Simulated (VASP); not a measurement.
Set up this calculation in VASP 6.6.1, as the native input.

```yaml
Task: electric field gradients
Functional: PBE
Potentials_or_basis: VASP PAW PBE potentials, release 64 (Si, O)
Cutoff: 520 eV
k_mesh: 7 × 7 × 7
Occupations: fermi-dirac, width 0.03 eV
Spin: no spin polarisation
Dipole_correction: no
Further_INCAR_settings: ALGO = Normal; EDIFF = 1e-08; NBANDS = 25
```

The structure of SiO2 lies in POSCAR:

```
SiO2
1.0
   -2.3740500000      2.3740500000      3.6691200000
    2.3740500000     -2.3740500000      3.6691200000
    2.3740500000      2.3740500000     -3.6691200000
Si O
2 4
Direct
    0.0000000000      0.0000000000      0.0000000000
    0.7500000000      0.2500000000      0.5000000000
    0.9983800000      0.6250000000      0.8733800000
    0.3750000000      0.2483800000      0.3733800000
    0.7516200000      0.1250000000      0.1266200000
    0.8750000000      0.0016200000      0.6266200000
```

This cell differs from its parent crystal: zz strain of -2 %.

One way to write it, as run:

INCAR

```
SYSTEM = SiO2
PREC = Accurate
ENCUT = 520
EDIFF = 1E-8
ISMEAR = -1
SIGMA = 0.03
LREAL = .FALSE.
LASPH = .TRUE.
NELM = 80
ALGO = Normal
ISIF = 2
LWAVE = .FALSE.
LCHARG = .FALSE.
GGA = PE
LEFG = .TRUE.
NBANDS = 25
```

KPOINTS

```
Automatic mesh
0
G
  7 7 7
  0 0 0
```

Potentials or basis: VASP PAW PBE potentials, release 64 (Si, O).

Launch:

```bash
$ cat potpaw_PBE.64/Si/POTCAR potpaw_PBE.64/O/POTCAR > POTCAR
$ mpirun -np 1 vasp_std > vasp.out
```

It gave:

```
Pressure               : 7.5 GPa
Largest force          : 0.377 eV/Å
Band gap on the k mesh : 6.21 eV, direct
```

Caveat: the cell differs from its parent crystal (zz strain of -2 %); without QUAD_EFG the Cq values of the log hold for a quadrupole moment of 1 mb, not for the nuclei.

Run time: 40 s on 1 thread of Intel(R) Xeon(R) 6975P-C (Granite Rapids) (shared host), peak memory 0.25 GiB.
